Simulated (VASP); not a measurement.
Input of a VASP 6.6.1 run:

INCAR

```
  PREC = Accurate
  ENCUT = 500
  EDIFF = 1E-6
  ISMEAR = -1
  SIGMA = 0.03
  LREAL = F
  LASPH = T
  NELM = 120
  ALGO = Normal
  ISIF = 2
  LWAVE = F
  LCHARG = T
  GGA = PE
  LELF = T
  LVHAR = T
  NBANDS = 13
  GGA_COMPAT = F
```

KPOINTS

```
Automatic mesh
0
Gamma
  16 16 16
```

The input POSCAR:

```
Mo
1.0
   -1.5800313575      1.5800313575      1.5800313575
    1.5800313575     -1.5800313575      1.5800313575
    1.5800313575      1.5800313575     -1.5800313575
Mo
1
Direct
    0.0000000000      0.0000000000      0.0000000000
```

Potentials or basis: VASP PAW PBE potentials, release 64 (Mo_sv).

The run is started by

```sh
$ cat potpaw_PBE.64/Mo_sv/POTCAR > POTCAR
$ mpirun -np 1 vasp_std > vasp.out
```

(1) What does it give for the pressure?

(2) Estimate the band gap on the k mesh.

Answers

(1) 0.5 GPa.

(2) zero (bands 7 and 8 overlap by 5.27 eV).
